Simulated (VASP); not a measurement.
**Pd: density of states with PBE**

Crystal: Pd.

```
Pd
1.0
    -1.57228    1.57228    1.57228
     1.57228   -1.57228    1.57228
     1.57228    1.57228   -1.57228
Pd
1
Direct
  0.00000 0.00000 0.00000
```

```
Program                 : VASP 6.6.1
Task                    : density of states
Functional              : PBE
Potentials or basis     : VASP PAW PBE potentials, release 64 (Pd)
Cutoff                  : 520 eV
k mesh                  : 16 × 16 × 16
Occupations             : gaussian, width 0.05 eV
Spin                    : no spin polarisation
Dipole correction       : no
k mesh for the DOS      : 24 × 24 × 24
Occupations for the DOS : tetrahedron
Further INCAR settings  : ALGO = Normal; EDIFF = 1e-06; NBANDS = 11
```

| Quantity | Value |
| --- | --- |
| Valence electrons inside the program's atomic spheres | Pd 9.35 |

Levels at points of the mesh, in eV from the Fermi level:
| k point | band 1 | band 2 | band 3 | band 4 | band 5 | band 6 | band 7 | band 8 | band 9 | band 10 |
| --- | --- | --- | --- | --- | --- | --- | --- | --- | --- | --- |
| (0.00, 0.00, 0.00) | -6.74 | -2.72 | -2.72 | -2.72 | -0.88 | -0.88 | 19.27 | 19.27 | 19.27 | 26.70 |
| (0.50, 0.00, 0.00) | -4.90 | -3.83 | -0.95 | -0.66 | 0.56 | 1.50 | 7.54 | 15.02 | 17.36 | 23.64 |
| (0.50, 0.50, 0.50) | -4.82 | -4.82 | 0.21 | 0.21 | 0.21 | 9.06 | 9.06 | 9.06 | 16.91 | 17.09 |

It took 88 s on 1 thread of Intel Xeon 8259CL, with other jobs on the host, peak memory 0.21 GiB.
